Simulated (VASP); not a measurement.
A run of VASP 6.6.1:

Contents of INCAR:

```
  ALGO = Normal
  EDIFF = 1E-8
  ENCUT = 520
  GGA = PS
  ISIF = 2
  ISMEAR = -1
  LASPH = True
  LCHARG = False
  LEFG = True
  LREAL = False
  LWAVE = False
  NBANDS = 14
  NELM = 80
  PREC = Accurate
  SIGMA = 0.05
```

The input KPOINTS:

```
k-points
0
Gamma
  11 11 11
```

File POSCAR:

```
HfC
1.0
    0.0000000000      2.3250000000      2.3250000000
    2.3250000000      0.0000000000      2.3250000000
    2.3250000000      2.3250000000      0.0000000000
Hf C
1 1
Direct
    0.4250000000      0.4250000000      0.5750000000
    0.0750000000      0.0750000000     -0.0750000000
```

Potentials or basis: VASP PAW PBE potentials, release 64 (Hf_pv, C).

Run with:

```bash
$ cat potpaw_PBE.64/Hf_pv/POTCAR potpaw_PBE.64/C/POTCAR > POTCAR
$ mpirun -np 1 vasp_std > vasp.out
```

Hardware: 1 thread of Intel Xeon 8259CL (shared host).

How long does it take, and how much memory?

Wall time 59 s on 1 thread of Intel Xeon 8259CL, with other jobs on the host, peak memory 0.17 GiB. Counts: scf iterations 16, k points 126.
